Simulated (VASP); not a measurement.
# Al3Cu2 (P-3m1) in VASP: a series of runs

Runs on Al3Cu2. Level: PBEsol. Tasks: single point.

All numbers are computed with VASP 6.6.1; they aren't measurements. Logs are shortened: lines on timing, memory, paths and dates and some standing lists are left out, and cuts for length are marked.

## (1) The cell of the first run

The structure is trigonal, space group P-3m1 (No. 164). Conventional cell: a = 4.214 Å, b = 4.214 Å, c = 4.713 Å, α = 90.00°, β = 90.00°, γ = 120.00°. Al (site symmetry -3m) has 6 Cu at 2.54 Å and 6 Al at 2.94 Å within 3.4 Å. Al (site symmetry 3m) has 5 Cu at 2.31 to 2.60 Å and 6 Al at 2.81 to 2.94 Å within 3.1 Å. Cu (site symmetry 3m) has 8 Al at 2.31 to 2.60 Å and 3 Cu at 2.85 Å within 3.1 Å.

## (2) Single point, PBEsol

Input file INCAR:

```
SYSTEM = Al3Cu2
PREC     = Accurate       ! precision mode
ENCUT    = 520            ! plane-wave cutoff, eV
EDIFF    = 1E-7           ! SCF threshold, eV
ISMEAR   = 0              ! smearing method
SIGMA    = 0.15           ! smearing width, eV
LREAL    = .False.        ! projectors in reciprocal space
LASPH    = .True.         ! aspherical terms in the spheres
NELM     = 100            ! most SCF steps
ALGO     = Fast           ! electronic algorithm
ISIF     = 2              ! what is computed and relaxed
LWAVE    = .False.        ! write WAVECAR
LCHARG   = .False.        ! write CHGCAR
GGA      = PS             ! functional
NBANDS   = 24             ! bands
```

Input file KPOINTS:

```
Automatic mesh
0
Gamma
  18 18 12
  0 0 0
```

Input file POSCAR:

```
Al3Cu2
1.0
    4.2140990015      0.0000000000      0.0000000000
   -2.1070495007      3.6495167893      0.0000000000
    0.0000000000      0.0000000000      4.7127137918
Al Cu
3 2
Direct
    0.0000000000      0.0000000000      0.0000000000
    0.3333333333      0.6666666667      0.3515059809
    0.6666666667      0.3333333333      0.6484940191
    0.3333333333      0.6666666667      0.8422899817
    0.6666666667      0.3333333333      0.1577100183
```

Potentials or basis: VASP PAW PBE potentials, release 64 (Al, Cu).

Run with:

```
$ cat potpaw_PBE.64/Al/POTCAR potpaw_PBE.64/Cu/POTCAR > POTCAR
$ mpirun -np 1 vasp_std > vasp.out
```

OUTCAR:

```text
SYSTEM = Al3Cu2
   PREC = Accurate
   ENCUT = 520
   EDIFF = 1E-7
   ISMEAR = 0
   LREAL = .False.
   LASPH = .True.
   NELM = 100
   ISIF = 2
   GGA = PS

 ion  position               nearest neighbor table
   1  0.000  0.000  0.000-   4 2.54   5 2.54   4 2.54   5 2.54   5 2.54   4 2.54   2 2.94   3 2.94
                             2 2.94   3 2.94   2 2.94   3 2.94
   2  0.333  0.667  0.352-   4 2.31   4 2.40   5 2.60   5 2.60   5 2.60   3 2.81   3 2.81   3 2.81
                             1 2.94   1 2.94   1 2.94
   3  0.667  0.333  0.648-   5 2.31   5 2.40   4 2.60   4 2.60   4 2.60   2 2.81   2 2.81   2 2.81
                             1 2.94   1 2.94   1 2.94
   4  0.333  0.667  0.842-   2 2.31   2 2.40   1 2.54   1 2.54   1 2.54   3 2.60   3 2.60   3 2.60

   5  0.667  0.333  0.158-   3 2.31   3 2.40   1 2.54   1 2.54   1 2.54   2 2.60   2 2.60   2 2.60

  LATTYP: Found a hexagonal cell.
 ALAT       =     4.2140990015
 C/A-ratio  =     1.1183206161

  Lattice vectors:

 A1 = (   4.2140990015,   0.0000000000,   0.0000000000)
 A2 = (  -2.1070495007,   3.6495167893,   0.0000000000)
 A3 = (   0.0000000000,   0.0000000000,   4.7127137918)

Analysis of symmetry for initial positions (statically):
=====================================================================
 Subroutine PRICEL returns:
 Original cell was already a primitive cell.

 Routine SETGRP: Setting up the symmetry group for a
 hexagonal supercell.

 Subroutine GETGRP returns: Found 12 space group operations
 (whereof 12 operations were pure point group operations)
 out of a pool of 24 trial point group operations.

The static configuration has the point symmetry D_3d.

Analysis of symmetry for dynamics (positions and initial velocities):
=====================================================================
 Subroutine PRICEL returns:
 Original cell was already a primitive cell.

 Routine SETGRP: Setting up the symmetry group for a
 hexagonal supercell.

 Subroutine GETGRP returns: Found 12 space group operations
 (whereof 12 operations were pure point group operations)
 out of a pool of 24 trial point group operations.

The dynamic configuration has the point symmetry D_3d.

 Subroutine INISYM returns: Found 12 space group operations
 (whereof 12 operations are pure point group operations),
 and found     1 'primitive' translations

----------------------------------------------------------------------------------------

                                     Primitive cell

  volume of cell :      72.4788

  direct lattice vectors                    reciprocal lattice vectors
     4.214099002  0.000000000  0.000000000     0.237298649  0.137004439  0.000000000
    -2.107049501  3.649516789  0.000000000     0.000000000  0.274008878  0.000000000
     0.000000000  0.000000000  4.712713792     0.000000000  0.000000000  0.212191965

  length of vectors
     4.214099002  4.214099001  4.712713792     0.274008878  0.274008878  0.212191965

  position of ions in fractional coordinates (direct lattice)
     0.000000000  0.000000000  0.000000000
     0.333333333  0.666666667  0.351505981
     0.666666667  0.333333333  0.648494019
     0.333333333  0.666666667  0.842289982
     0.666666667  0.333333333  0.157710018

  ion indices of the primitive-cell ions
   primitive index   ion index
                 1           1
                 2           2
                 3           3
                 4           4
                 5           5

----------------------------------------------------------------------------------------

 KPOINTS: Automatic mesh

Automatic generation of k-mesh.
 Grid dimensions read from file:
 generate k-points for:   18   18   12

 Generating k-lattice:

  Cartesian coordinates                     Fractional coordinates (reciprocal lattice)
     0.013183258  0.007611358  0.000000000     0.055555556  0.000000000  0.000000000
     0.000000000  0.015222715  0.000000000     0.000000000  0.055555556  0.000000000
     0.000000000  0.000000000  0.017682664     0.000000000  0.000000000  0.083333333

  Length of vectors
     0.015222715  0.015222715  0.017682664

  Shift w.r.t. Gamma in fractional coordinates (k-lattice)
     0.000000000  0.000000000  0.000000000

 Subroutine IBZKPT returns following result:
 ===========================================

 Found    394 irreducible k-points:

 Following reciprocal coordinates:
            Coordinates               Weight
  0.000000  0.000000  0.000000      1.000000
  0.055556 -0.000000  0.000000      6.000000
  0.111111 -0.000000  0.000000      6.000000
  0.166667 -0.000000  0.000000      6.000000
  0.222222 -0.000000  0.000000      6.000000
  0.277778  0.000000  0.000000      6.000000
[... 16 lines left out ...]
  0.333333  0.111111  0.000000     12.000000
  0.388889  0.111111  0.000000     12.000000
 [... further k-points ...]
   k-points           NKPTS =    394   k-points in BZ     NKDIM =    394   number of bands    NBANDS=     24
   number of dos      NEDOS =    301   number of ions     NIONS =      5
   total plane-waves  NPLWV =  36864
   dimension x,y,z NGX =    32 NGY =   32 NGZ =   36
   dimension x,y,z NGXF=    64 NGYF=   64 NGZF=   72
   ions per type =               3   2
   NGX,Y,Z   is equivalent  to a cutoff of  12.62, 12.62, 12.70 a.u.
   NGXF,Y,Z  is equivalent  to a cutoff of  25.25, 25.25, 25.40 a.u.
 SYSTEM =  Al3Cu2
   PREC   = accura    normal or accurate (medium, high low for compatibility)
   ISTART =      0    job   : 0-new  1-cont  2-samecut
   ICHARG =      2    charge: 1-file 2-atom 10-const
   ISPIN  =      1    spin polarized calculation?
   LNONCOLLINEAR =      F non collinear calculations
   LSORBIT =      F    spin-orbit coupling
   LASPH  =      T    aspherical Exc in radial PAW
   ENCUT  =  520.0 eV  38.22 Ry    6.18 a.u.   7.84  7.84  8.76*2*pi/ulx,y,z
   NELM   =    100;   NELMIN=  2; NELMDL= -5     # of ELM steps
   EDIFF  = 0.1E-06   stopping-criterion for ELM
   LREAL  =      F    real-space projection
   EDIFFG = 0.1E-05   stopping-criterion for IOM
   NSW    =      0    number of steps for IOM
   IBRION =     -1    ionic relax: 0-MD 1-quasi-New 2-CG
   NFREE  =      0    steps in history (QN), initial steepest desc. (CG)
   ISIF   =      2    stress and relaxation
   ISYM   =      2    0-nonsym 1-usesym 2-fastsym
   POTIM  = 0.5000    time-step for ionic-motion
   TEBEG  =    0.0;   TEEND  =   0.0 temperature during run
   PSTRESS=    0.0 pullay stress
   NELECT =      31.0000    total number of electrons
   NUPDOWN=      -1.0000    fix difference up-down
   EMIN   =  10.00;   EMAX   =-10.00  energy-range for DOS
   EFERMI =   0.00;   METHOD = LEGACY
   ISMEAR =     0;   SIGMA  =   0.15  broadening in eV -4-tet -1-fermi 0-gaus
   EFERMI_NEDOS =   21; number of points for ismear=-14 and -15
   IALGO  =     68    algorithm
   IMIX   =      4    mixing-type and parameters
     AMIX     =   0.40;   BMIX     =  1.00
     AMIX_MAG =   1.60;   BMIX_MAG =  1.00
  volume/ion in A,a.u.               =      14.50        97.82
  Fermi-wavevector in a.u.,A,eV,Ry     =   1.233460  2.330901 20.700218  1.521423
  Thomas-Fermi vector in A             =   2.368189
   LORBIT       =      0    0 simple, 1 ext, 2 COOP (PROOUT), +10 PAW based schemes
   GGA     = PS    functional components
   LHFCALC =     F    Hartree Fock is set to
   AEXX    =    0.0000 exact exchange contribution
   IVDW    =     0    specifies the selected vdW correction
   LEPSILON=     F    determine dielectric tensor
   LRPA    =     F    only Hartree local field effects (RPA)
 non-spin polarized calculation
 RMM-DIIS sequential band-by-band and
 Gauss-broadening in eV      SIGMA  =   0.15
  energy-cutoff  :      520.00
  volume of cell :       72.48
 maximum number of plane-waves:      1980
   NGX = 15   NGY = 15   NGZ = 17

 number of electron      30.9999995 magnetization

 Free energy of the ion-electron system (eV)
  ---------------------------------------------------
  ext. energy  EPLUGINS =         0.00000000
  ---------------------------------------------------
  free energy    TOTEN  =       -21.49705376 eV

  energy without entropy =      -21.47776032  energy(sigma->0) =      -21.48740704

 E-fermi :   8.2839     XC(G=0): -11.0631

 val. band max:        8.2815697789   @ k =   0.3333   0.2222   0.0000
 cond. band min:       8.2844160052   @ k =  -0.1111   0.3889   0.2500
 fundamental gap:      0.0028462263
 Fermi energy:         8.2838718955

 k-point     1 :       0.0000    0.0000    0.0000
  band No.  band energies     occupation
      1      -2.9555      2.00000
      2       2.0550      2.00000
      3       2.6492      2.00000
      4       2.9618      2.00000
      5       2.9618      2.00000
      6       3.2802      2.00000
[... 16 lines left out ...]
     23      14.3156      0.00000
     24      14.3156      0.00000

 k-point     2 :       0.0556   -0.0000    0.0000
  band No.  band energies     occupation
      1      -2.9211      2.00000
      2       2.0644      2.00000
      3       2.6224      2.00000
      4       2.9726      2.00000
      5       2.9883      2.00000
      6       3.2737      2.00000
[... 16 lines left out ...]
     23      14.1069      0.00000
     24      14.2123      0.00000

 k-point     3 :       0.1111   -0.0000    0.0000
  band No.  band energies     occupation
      1      -2.8177      2.00000
      2       2.0888      2.00000
      3       2.5563      2.00000
      4       3.0045      2.00000
      5       3.0467      2.00000
      6       3.2550      2.00000
[... 16 lines left out ...]
     23      13.8814      0.00000
     24      13.9576      0.00000
[... 514 lines left out ...]
 k-point    23 :       0.3333    0.1111    0.0000
  band No.  band energies     occupation
      1      -1.2229      2.00000
      2       1.0130      2.00000
      3       2.0821      2.00000
      4       2.9928      2.00000
      5       3.2345      2.00000
      6       3.3189      2.00000
[... 16 lines left out ...]
     23      14.6452      0.00000
     24      16.3934      0.00000

 k-point    24 :       0.3889    0.1111    0.0000
  band No.  band energies     occupation
      1      -0.7718      2.00000
      2       0.4730      2.00000
      3       2.0508      2.00000
      4       3.0222      2.00000
      5       3.2392      2.00000
      6       3.3098      2.00000
[... 16 lines left out ...]
     23      14.6808      0.00000
     24      16.2149      0.00000

 [... further k-points ...]
[... 5 lines left out ...]
  --------------------------------------------------------------------------------------
  -------------------------------------------------------------------------------------
  Total       -1.8366146     -1.8366146      6.3238934     -0.0000000      0.0000000      0.0000000
  in kB      -40.5991972    -40.5991972    139.7925287     -0.0000000      0.0000000      0.0000000
  external PRESSURE =      19.5313781 kB  Pullay stress =       0.0000000 kB

 VOLUME and BASIS-vectors are now :
 -----------------------------------------------------------------------------
  energy-cutoff  :      520.00
  volume of cell :       72.48
      direct lattice vectors                 reciprocal lattice vectors
     4.214099002  0.000000000  0.000000000     0.237298649  0.137004439  0.000000000
    -2.107049501  3.649516789  0.000000000     0.000000000  0.274008878  0.000000000
     0.000000000  0.000000000  4.712713792     0.000000000  0.000000000  0.212191965

 POSITION                                       TOTAL-FORCE (eV/Angst)
 -----------------------------------------------------------------------------------
      0.00000      0.00000      0.00000         0.000000      0.000000      0.000000
     -0.00000      2.43301      1.65655         0.000000     -0.000000     -0.062315
      2.10705      1.21651      3.05617        -0.000000      0.000000      0.062315
     -0.00000      2.43301      3.96947        -0.000000      0.000000      0.375650
      2.10705      1.21651      0.74324         0.000000      0.000000     -0.375650
 -----------------------------------------------------------------------------------
    total drift:                               -0.000000      0.000000      0.000000

  FREE ENERGIE OF THE ION-ELECTRON SYSTEM (eV)
  ---------------------------------------------------
  free  energy   TOTEN  =       -21.4970537645 eV

  energy  without entropy=      -21.4777603198  energy(sigma->0) =      -21.48740704
```

Run time: 17 min. Hardware: 1 thread of Oxide Virtual Turin-like, shared host; peak memory 0.6 GiB.

Results:

- Free energy: -21.4971 eV
- Pressure: 2.0 GPa
- Largest force: 0.376 eV/Å

Forces in eV/Å, atoms in the order of the input:
```
Al   0.000  0.000  0.000
Al   0.000  0.000 -0.062
Al   0.000  0.000  0.062
Cu   0.000  0.000  0.376
Cu   0.000  0.000 -0.376
```

Caveat: the PAW data sets were made with another functional, which shifts forces and pressure a little.

## (3) Single point, PBEsol

This run uses another cell than the first one, of the same volume but with other edges.

Input file INCAR:

```
ALGO     = Fast           # electronic algorithm
EDIFF    = 1E-6           # SCF threshold, eV
ENCUT    = 520            # plane-wave cutoff, eV
GGA      = PS             # functional
ISIF     = 2              # what is computed and relaxed
ISMEAR   = 0              # smearing method
LASPH    = True           # aspherical terms in the spheres
LCHARG   = False          # write CHGCAR
LREAL    = False          # projectors in reciprocal space
LWAVE    = False          # write WAVECAR
NBANDS   = 24             # bands
NELM     = 80             # most SCF steps
PREC     = Accurate       # precision mode
SIGMA    = 0.15           # smearing width, eV
```

Input file KPOINTS:

```
k-points
0
Gamma
  18 18 12
```

POSCAR, as its differences from that of step 2:

```diff
@@ -2,5 +2,5 @@
 1.0
-    4.2140990015      0.0000000000      0.0000000000
-   -2.1070495007      3.6495167893      0.0000000000
-    0.0000000000      0.0000000000      4.7127137918
+    3.9704199858      0.0000000000      0.0000000000
+   -1.9852099929      3.4384845714      0.0000000000
+    0.0000000000      0.0000000000      5.3089378016
 Al Cu
```

Potentials or basis: VASP PAW PBE potentials, release 64 (Al, Cu).

Run with:

```
$ cat potpaw_PBE.64/Al/POTCAR potpaw_PBE.64/Cu/POTCAR > POTCAR
$ mpirun -np 1 vasp_std > vasp.out
```

It took 17 min on 1 thread of Oxide Virtual Turin-like, shared host; peak memory 0.6 GiB.

It converged, with:

| Property | Result |
| --- | --- |
| Free energy | -21.4997 eV |
| Pressure | 2.3 GPa |
| Largest force | 0.231 eV/Å |

Forces in eV/Å, atoms in the order of the input:
```
Al   0.000  0.000  0.000
Al   0.000  0.000 -0.014
Al   0.000  0.000  0.014
Cu   0.000  0.000 -0.231
Cu   0.000  0.000  0.231
```

Stress tensor (GPa, compression positive):
```
 6.98  0.00  0.00
 0.00  6.98  0.00
 0.00  0.00 -7.19
```

Levels at points of the mesh, in eV from the Fermi level:
| k point | band 12 | band 13 | band 14 | band 15 | band 16 | band 17 | band 18 | band 19 | band 20 | band 21 |
| --- | --- | --- | --- | --- | --- | --- | --- | --- | --- | --- |
| (0.00, 0.00, 0.00) | -3.73 | -3.63 | 0.56 | 0.56 | 2.07 | 2.07 | 3.54 | 3.85 | 5.39 | 5.39 |
| (0.50, 0.00, 0.00) | -3.92 | -3.21 | -2.76 | -2.46 | -1.02 | -0.31 | 0.93 | 2.95 | 3.71 | 4.84 |
| (0.00, 0.00, 0.50) | -3.97 | 0.89 | 1.61 | 1.73 | 1.73 | 1.91 | 1.91 | 3.02 | 3.02 | 3.83 |
| (0.50, 0.00, 0.50) | -4.06 | -4.03 | -3.40 | -1.38 | 0.13 | 1.23 | 1.65 | 4.06 | 4.28 | 4.28 |

Caveat: the PAW data sets were made with another functional, which shifts forces and pressure a little.
